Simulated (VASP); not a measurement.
Write the native input for VASP 6.6.1 that does the following.

```
Task                   : relaxation of cell and atoms
Functional             : PBE
Potentials or basis    : VASP PAW PBE potentials, release 64 (Be, Cd, Te, Se)
Cutoff                 : 600 eV
k mesh                 : 4 × 4 × 4
Occupations            : gaussian, width 0.1 eV
Spin                   : no spin polarisation
Dipole correction      : no
Further INCAR settings : ALGO = Normal; EDIFF = 1e-06; IBRION = 2; EDIFFG = -0.04; NSW = 90; ISIF = 3
```

The structure of BeCdTeSe lies in POSCAR:

```
BeCdTeSe
1.0
    3.9470928000      0.0000000000      0.0000000000
    0.0000000000      3.9470928000      0.0000000000
    0.0000000000      0.0000000000      5.5677667400
Be Cd Te Se
1 1 1 1
Direct
    0.0000000000      0.0000000000      0.5000000000
    0.5000000000      0.5000000000      0.5000000000
    0.0000000000      0.0000000000      0.0000000000
    0.5000000000      0.5000000000      0.0000000000
```

These files were run (other wordings do the same):

INCAR

```
SYSTEM = BeCdTeSe
PREC = Accurate ; ENCUT = 600
EDIFF = 1E-6 ; ISMEAR = 0
SIGMA = 0.1 ; LREAL = .FALSE.
LASPH = .TRUE. ; NELM = 60
ALGO = Normal ; ISIF = 3
LWAVE = .FALSE. ; LCHARG = .FALSE.
GGA = PE ; IBRION = 2
NSW = 90 ; EDIFFG = -0.04
```

KPOINTS

```
Automatic mesh
0
G
  4 4 4
  0 0 0
```

Potentials or basis: VASP PAW PBE potentials, release 64 (Be, Cd, Te, Se).

Command:

```bash
$ cat potpaw_PBE.64/Be/POTCAR potpaw_PBE.64/Cd/POTCAR potpaw_PBE.64/Te/POTCAR potpaw_PBE.64/Se/POTCAR > POTCAR
$ mpirun -np 1 vasp_std > vasp.out
```

It gave:

```yaml
Relaxed_volume: 23.48 Å³/atom
Relaxed_cell: a = 4.032 Å, b = 4.032 Å, c = 5.777 Å, α = 90.00°, β = 90.00°, γ = 90.00°
Space_group_after_relaxing_to_0.05_Å: P4/mmm (No. 123)
Energy_gained_by_relaxing: 22.4 meV/atom
Ionic_steps: 5
Pressure_after_relaxing: -0.2 GPa
Band_gap_on_the_k_mesh: zero (band 13 reaches 6.38 eV, above the bottom of band 14 at 2.71 eV)
```

Caveat: the k points lie up to 0.39 Å⁻¹ apart in the final cell; spin-orbit coupling is left out, which moves the levels of the heavy elements.

It took 91 s on 1 thread of Intel(R) Xeon(R) 6975P-C (Granite Rapids), with other jobs on the host, peak memory 0.26 GiB.
